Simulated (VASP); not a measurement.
# Al3B2Sb (P6/mmm) in VASP: relaxation of cell and atoms with PBE

Aim: the relaxation of cell and atoms of Al3B2Sb with PBE.

Everything below comes from runs of VASP 6.6.1. Logs are shortened: lines on timing, memory, paths and dates and some standing lists are left out, and cuts for length are marked.

## 1. The cell of the first run

It takes space group P6/mmm (No. 191, hexagonal). Conventional cell: a = 5.598 Å, b = 5.598 Å, c = 3.230 Å, α = 90.00°, β = 90.00°, γ = 120.00°. Al (site symmetry mmm) has 4 B at 2.28 Å and 4 Al at 2.80 Å within 3.0 Å. B (site symmetry -6m2) has 6 Al at 2.28 Å within 3.0 Å. Sb (site symmetry 6/mmm) has 2 Sb at 3.23 Å and 12 Al at 3.23 Å and 6 B at 3.23 Å within 4.2 Å.

The cell was generated, and may not be a known phase.

## 2. Relaxation of cell and atoms, PBE

INCAR

```
SYSTEM = Al3B2Sb
PREC = Accurate
ENCUT = 600
EDIFF = 1E-6
ISMEAR = 0
SIGMA = 0.1
LREAL = .False.
LASPH = .True.
NELM = 100
ALGO = Fast
ISIF = 3
LWAVE = .False.
LCHARG = .False.
GGA = PE
IBRION = 2
NSW = 100
EDIFFG = -0.01
```

KPOINTS

```
regular mesh
0
Gamma
  12 12 12
  0 0 0
```

POSCAR

```
Al3B2Sb
1.0
    5.5979989700      0.0000000000      0.0000000000
   -2.7989994900      4.8480093200      0.0000000000
    0.0000000000      0.0000000000      3.2295778900
Al B Sb
3 2 1
Direct
    0.0000000000      0.5000000000      0.0000000000
    0.5000000000      0.0000000000      0.0000000000
    0.5000000000      0.5000000000      0.0000000000
    0.3333333300      0.6666666700      0.5000000000
    0.6666666700      0.3333333300      0.5000000000
    0.0000000000      0.0000000000      0.5000000000
```

Potentials or basis: VASP PAW PBE potentials, release 64 (Al, B, Sb).

Command:

```bash
$ cat potpaw_PBE.64/Al/POTCAR potpaw_PBE.64/B/POTCAR potpaw_PBE.64/Sb/POTCAR > POTCAR
$ mpirun -np 1 vasp_std > vasp.out
```

OUTCAR:

```text
SYSTEM = Al3B2Sb
   PREC = Accurate
   ENCUT = 600
   EDIFF = 1E-6
   ISMEAR = 0
   LREAL = .False.
   LASPH = .True.
   NELM = 100
   ISIF = 3
   GGA = PE
   IBRION = 2
   NSW = 100
   EDIFFG = -0.01

 ion  position               nearest neighbor table
   1  0.000  0.500  0.000-   4 2.28   5 2.28   4 2.28   5 2.28   2 2.80   2 2.80   3 2.80   3 2.80
                             6 3.23   6 3.23   6 3.23   6 3.23
   2  0.500  0.000  0.000-   4 2.28   5 2.28   4 2.28   5 2.28   1 2.80   1 2.80   3 2.80   3 2.80
                             6 3.23   6 3.23   6 3.23   6 3.23
   3  0.500  0.500  0.000-   4 2.28   5 2.28   4 2.28   5 2.28   1 2.80   1 2.80   2 2.80   2 2.80
                             6 3.23   6 3.23   6 3.23   6 3.23
   4  0.333  0.667  0.500-   1 2.28   1 2.28   2 2.28   2 2.28   3 2.28   3 2.28
   5  0.667  0.333  0.500-   1 2.28   1 2.28   2 2.28   2 2.28   3 2.28   3 2.28
   6  0.000  0.000  0.500-   3 3.23   3 3.23   3 3.23   3 3.23   2 3.23   2 3.23   2 3.23   2 3.23
                             1 3.23   1 3.23   1 3.23   1 3.23

  LATTYP: Found a hexagonal cell.
 ALAT       =     5.5979989700
 C/A-ratio  =     0.5769164852

  Lattice vectors:

 A1 = (   5.5979989700,   0.0000000000,   0.0000000000)
 A2 = (  -2.7989994900,   4.8480093200,   0.0000000000)
 A3 = (   0.0000000000,   0.0000000000,   3.2295778900)

Analysis of symmetry for initial positions (statically):
=====================================================================
 Subroutine PRICEL returns:
 Original cell was already a primitive cell.

 Routine SETGRP: Setting up the symmetry group for a
 hexagonal supercell.

 Subroutine GETGRP returns: Found 24 space group operations
 (whereof 24 operations were pure point group operations)
 out of a pool of 24 trial point group operations.

The static configuration has the point symmetry D_6h.

Analysis of symmetry for dynamics (positions and initial velocities):
=====================================================================
 Subroutine PRICEL returns:
 Original cell was already a primitive cell.

 Routine SETGRP: Setting up the symmetry group for a
 hexagonal supercell.

 Subroutine GETGRP returns: Found 24 space group operations
 (whereof 24 operations were pure point group operations)
 out of a pool of 24 trial point group operations.

The dynamic configuration has the point symmetry D_6h.

 Subroutine INISYM returns: Found 24 space group operations
 (whereof 24 operations are pure point group operations),
 and found     1 'primitive' translations

----------------------------------------------------------------------------------------

                                     Primitive cell

  volume of cell :      87.6480

  direct lattice vectors                    reciprocal lattice vectors
     5.597998970  0.000000000  0.000000000     0.178635260  0.103135115  0.000000000
    -2.798999490  4.848009320  0.000000000     0.000000000  0.206270231  0.000000000
     0.000000000  0.000000000  3.229577890     0.000000000  0.000000000  0.309637988

  length of vectors
     5.597998970  5.597998974  3.229577890     0.206270231  0.206270231  0.309637988

  position of ions in fractional coordinates (direct lattice)
     0.000000000  0.500000000  0.000000000
     0.500000000  0.000000000  0.000000000
     0.500000000  0.500000000  0.000000000
     0.333333330  0.666666670  0.500000000
     0.666666670  0.333333330  0.500000000
     0.000000000  0.000000000  0.500000000

  ion indices of the primitive-cell ions
   primitive index   ion index
                 1           1
                 2           2
                 3           3
                 4           4
                 5           5
                 6           6

----------------------------------------------------------------------------------------

 KPOINTS: regular mesh

Automatic generation of k-mesh.
 Grid dimensions read from file:
[... 90 lines left out ...]
   GGA     = PE    functional components
   LHFCALC =     F    Hartree Fock is set to
   AEXX    =    0.0000 exact exchange contribution
   IVDW    =     0    specifies the selected vdW correction
   LEPSILON=     F    determine dielectric tensor
   LRPA    =     F    only Hartree local field effects (RPA)
 conjugate gradient relaxation of ions
 non-spin polarized calculation
 RMM-DIIS sequential band-by-band and
 Gauss-broadening in eV      SIGMA  =   0.10
  energy-cutoff  :      600.00
  volume of cell :       87.65
 maximum number of plane-waves:      2965
 NGX is ok and might be reduce to    48
   NGX = 23   NGY = 23   NGZ = 13

--------------------------------------- Ionic step        1  -------------------------------------------

 number of electron      19.9999999 magnetization

 Free energy of the ion-electron system (eV)
  ---------------------------------------------------
  ext. energy  EPLUGINS =         0.00000000
  ---------------------------------------------------
  free energy    TOTEN  =       -25.83864905 eV

  energy without entropy =      -25.82535258  energy(sigma->0) =      -25.83200082

------------------------ aborting loop because EDIFF is reached ----------------------------------------

  FORCE on cell =-STRESS in cart. coord.  units (eV):
  Direction    XX          YY          ZZ          XY          YZ          ZX
  --------------------------------------------------------------------------------------
  -------------------------------------------------------------------------------------
  Total        0.0978561      0.0978561      0.1774265     -0.0000000     -0.0000000      0.0000000
  in kB        1.7887775      1.7887775      3.2432993     -0.0000000     -0.0000000      0.0000000
  external PRESSURE =       2.2736181 kB  Pullay stress =       0.0000000 kB

 VOLUME and BASIS-vectors are now :
 -----------------------------------------------------------------------------
  energy-cutoff  :      600.00
  volume of cell :       87.65
      direct lattice vectors                 reciprocal lattice vectors
     5.597998970  0.000000000  0.000000000     0.178635260  0.103135115  0.000000000
    -2.798999490  4.848009320  0.000000000     0.000000000  0.206270231  0.000000000
     0.000000000  0.000000000  3.229577890     0.000000000  0.000000000  0.309637988

 POSITION                                       TOTAL-FORCE (eV/Angst)
 -----------------------------------------------------------------------------------
     -1.39950      2.42400      0.00000        -0.000000      0.000000      0.000000
      2.79900      0.00000      0.00000        -0.000000      0.000000      0.000000
      1.39950      2.42400      0.00000        -0.000000      0.000000      0.000000
     -0.00000      3.23201      1.61479        -0.000000      0.000000      0.000000
      2.79900      1.61600      1.61479         0.000000     -0.000000      0.000000
      0.00000      0.00000      1.61479        -0.000000      0.000000      0.000000
 -----------------------------------------------------------------------------------
    total drift:                               -0.000000     -0.000000     -0.000000

  FREE ENERGIE OF THE ION-ELECTRON SYSTEM (eV)
  ---------------------------------------------------
  free  energy   TOTEN  =       -25.8386490517 eV

  energy  without entropy=      -25.8253525828  energy(sigma->0) =      -25.83200082

--------------------------------------- Ionic step        2  -------------------------------------------

 number of electron      19.9999999 magnetization

 Free energy of the ion-electron system (eV)
  ---------------------------------------------------
  ext. energy  EPLUGINS =         0.00000000
  ---------------------------------------------------
  free energy    TOTEN  =       -25.83877885 eV

  energy without entropy =      -25.82540012  energy(sigma->0) =      -25.83208949

 E-fermi :   8.1599     XC(G=0): -10.6444

 val. band max:        8.1587446915   @ k =   0.3333   0.3333   0.0000
 cond. band min:       8.1608555824   @ k =   0.4167   0.1667   0.2500
 fundamental gap:      0.0021108909
 Fermi energy:         8.1599004574

 k-point     1 :       0.0000    0.0000    0.0000
  band No.  band energies     occupation
      1      -4.5330      2.00000
      2      -0.3280      2.00000
      3       0.2546      2.00000
      4       2.5353      2.00000
      5       2.5353      2.00000
      6       2.8166      2.00000
      7       2.8166      2.00000
      8       7.2123      2.00000
      9       9.1074      0.00000
     10      10.3973      0.00000
     11      10.3973      0.00000
     12      10.7803      0.00000
     13      12.0839      0.00000
     14      14.2737      0.00000
[... 377 lines left out ...]
      1      -3.8109      2.00000
      2      -1.8231      2.00000
      3      -0.5575      2.00000
      4       1.4053      2.00000
      5       3.8016      2.00000
      6       5.3737      2.00000
      7       6.4585      2.00000
      8       6.8270      2.00000
      9       7.4374      2.00000
     10       8.0680      1.80615
     11       8.7659      0.00000
     12      10.1978      0.00000
     13      12.1237      0.00000
     14      12.8596      0.00000

 [... further k-points ...]
[... 5 lines left out ...]
  --------------------------------------------------------------------------------------
  -------------------------------------------------------------------------------------
  Total       -0.0472715     -0.0472715     -0.0392778      0.0000000      0.0000000      0.0000000
  in kB       -0.8615206     -0.8615206     -0.7158364      0.0000000      0.0000000      0.0000000
  external PRESSURE =      -0.8129592 kB  Pullay stress =       0.0000000 kB

 VOLUME and BASIS-vectors are now :
 -----------------------------------------------------------------------------
  energy-cutoff  :      600.00
  volume of cell :       87.91
      direct lattice vectors                 reciprocal lattice vectors
     5.602403510 -0.000000000  0.000000000     0.178494819  0.103054032  0.000000000
    -2.801201760  4.851823763 -0.000000000     0.000000000  0.206108063  0.000000000
    -0.000000000 -0.000000000  3.234185165     0.000000000  0.000000000  0.309196892

 POSITION                                       TOTAL-FORCE (eV/Angst)
 -----------------------------------------------------------------------------------
      4.20180      2.42591     -0.00000         0.000000      0.000000      0.000000
      2.80120     -0.00000      0.00000         0.000000     -0.000000      0.000000
      1.40060      2.42591     -0.00000         0.000000     -0.000000      0.000000
     -0.00000      3.23455      1.61709         0.000000      0.000000      0.000000
      2.80120      1.61727      1.61709        -0.000000     -0.000000      0.000000
      5.60240     -0.00000      1.61709         0.000000     -0.000000      0.000000
 -----------------------------------------------------------------------------------
    total drift:                               -0.000000     -0.000000     -0.000000

  FREE ENERGIE OF THE ION-ELECTRON SYSTEM (eV)
  ---------------------------------------------------
  free  energy   TOTEN  =       -25.8387788472 eV

  energy  without entropy=      -25.8254001241  energy(sigma->0) =      -25.83208949

 reached required accuracy - stopping structural energy minimisation
```

Run time: 4.5 min. Hardware: 1 thread of AMD EPYC 9755, shared host; peak memory 0.38 GiB.

What came out:

- Free energy: -25.8388 eV
- Relaxed volume: 14.65 Å³/atom
- Relaxed cell: a = 5.602 Å, b = 5.602 Å, c = 3.234 Å, α = 90.00°, β = 90.00°, γ = 120.00°
- Space group after relaxing (to 0.1 Å): P6/mmm (No. 191)
- Energy gained by relaxing: 0.0 meV/atom
- Ionic steps: 2
- Pressure after relaxing: -0.1 GPa

Step by step:
```csv
step,energy change (eV),largest force (eV/Å),pressure (GPa),volume (Å³)
1,0.0000,0.0000,0.23,87.65
2,-0.0001,0.0000,-0.08,87.91
```

Final structure:
```cif
data_structure
_symmetry_space_group_name_H-M 'P 1'
_symmetry_Int_Tables_number 1
_cell_length_a 5.6024
_cell_length_b 5.6024
_cell_length_c 3.2342
_cell_angle_alpha 90.000
_cell_angle_beta 90.000
_cell_angle_gamma 120.000
_cell_volume 87.91
loop_
_atom_site_label
_atom_site_type_symbol
_atom_site_fract_x
_atom_site_fract_y
_atom_site_fract_z
_atom_site_occupancy
Al1 Al 0.00000 0.50000 0.00000 1
Al2 Al 0.50000 0.00000 0.00000 1
Al3 Al 0.50000 0.50000 0.00000 1
B1 B 0.33333 0.66667 0.50000 1
B2 B 0.66667 0.33333 0.50000 1
Sb1 Sb 0.00000 0.00000 0.50000 1
```

Caveat: the highest band is partly filled, so the run has too few bands; spin-orbit coupling is left out, which moves the levels of the heavy elements.
